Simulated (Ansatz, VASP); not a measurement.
## GaAs: VASP beside Ansatz

File INCAR:

```
SYSTEM = GaAs
ALGO = Normal
EDIFF = 1E-6
ENCUT = 500
GGA = PE
GGA_COMPAT = .FALSE.
ISIF = 2
ISMEAR = 0
LASPH = .TRUE.
LCHARG = .FALSE.
LREAL = .FALSE.
LWAVE = .FALSE.
NBANDS = 16
NELM = 120
PREC = Accurate
SIGMA = 0.02
```

The input KPOINTS:

```
k-points
0
G
  12 12 12
  0 0 0
```

File POSCAR:

```
GaAs
1.0
    0.0000000000      2.7882993712      2.7882993712
    2.7882993712      0.0000000000      2.7882993712
    2.7882993712      2.7882993712      0.0000000000
Ga As
1 1
Direct
    0.0000000000      0.0000000000      0.0000000000
    0.2500000000      0.2500000000      0.2500000000
```

Input for Ansatz:

```yaml
crystal:
  lattice:
    - [0.0, 2.7882993712, 2.7882993712]
    - [2.7882993712, 0.0, 2.7882993712]
    - [2.7882993712, 2.7882993712, 0.0]
  atoms:
    - { symbol: Ga, position: [0.0, 0.0, 0.0] }
    - { symbol: As, position: [0.25, 0.25, 0.25] }
scf:
  occupations: { method: gaussian, width: 0.02 }
output:
  forces: true
  stress: true
  eigenvalues: true
hamiltonian:
  xc: pbe
basis:
  ecutwfc: 500
kpoints:
  mp_grid: { grid: [12, 12, 12] }
```

Alike in both runs: task single point; functional PBE; k mesh 12 × 12 × 12; occupations gaussian, width 0.02 eV; no spin polarisation.

```csv
,VASP,Ansatz
version,VASP 6.6.1,Ansatz 0.2.0
potentials or method,"VASP PAW PBE potentials, release 64 (Ga_d, As), cutoff 500 eV","scalar-relativistic, plane waves, PAW"
valence electrons in the cell,18,28
```

```csv
,VASP,Ansatz,Ansatz less VASP
gap on the k mesh at the Fermi level (eV),0.84,0.83,-0.006
least direct gap on the mesh (eV),0.84,0.83,-0.006
pressure (GPa),6.9,6.7,-0.20
```

The functional is the same, so the differences come from potentials, cutoffs and numerics. VASP's potentials hold 18 valence electrons a cell and Ansatz's 28, so a difference there can come from the potentials and not from the codes.
